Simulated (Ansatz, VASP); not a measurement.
One calculation of Ta2N, two programs

```
CELL_PARAMETERS angstrom
5.26415 0.00000 0.00000
-2.63207 4.55889 0.00000
0.00000 0.00000 4.81828
ATOMIC_POSITIONS crystal
Ta 0.69083 0.69083 0.75260
Ta 0.00000 0.30917 0.75260
Ta 0.30917 0.00000 0.75260
Ta 0.30917 0.30917 0.24740
Ta 0.00000 0.69083 0.24740
Ta 0.69083 0.00000 0.24740
N 0.66667 0.33333 0.50000
N 0.33333 0.66667 0.50000
N 0.00000 0.00000 0.00000
```

Alike in both runs: task single point; functional LDA; k mesh 9 × 9 × 8; occupations gaussian, width 0.15 eV; no spin polarisation.

|  | VASP | Ansatz |
| --- | --- | --- |
| version | VASP 6.6.1 | Ansatz 0.2.0 |
| potentials or method | VASP PAW LDA potentials, release 64 (Ta_pv, N), cutoff 520 eV | scalar-relativistic, plane waves, PAW |
| valence electrons in the cell | 81 | 93 |

Ansatz gave:

| Property | Result |
| --- | --- |
| gap on the k mesh at the Fermi level (eV) | none |
| pressure (GPa) | 6.4 |
| traceless stress, the component that is largest in VASP (GPa) | 2.10 |
| rms of the force components (eV/Å) | 1.929 |

Q: Estimate VASP's values.

A: gap on the k mesh at the Fermi level (eV): none; pressure (GPa): 8.1; traceless stress, the component that is largest in VASP (GPa): 2.13; rms of the force components (eV/Å): 1.950.

Ansatz warns that its potentials were made for another functional, while VASP's fit it. LDA's correlation is that of Perdew and Zunger in VASP and of Perdew and Wang (1992) in Ansatz. Atom by atom the forces differ by 0.021 eV/Å (rms over components). A gap of «none» marks a metal or a gap that the smearing closes. VASP's potentials hold 81 valence electrons a cell and Ansatz's 93, so a difference there can come from the potentials and not from the codes.

Spin-orbit coupling is off throughout.
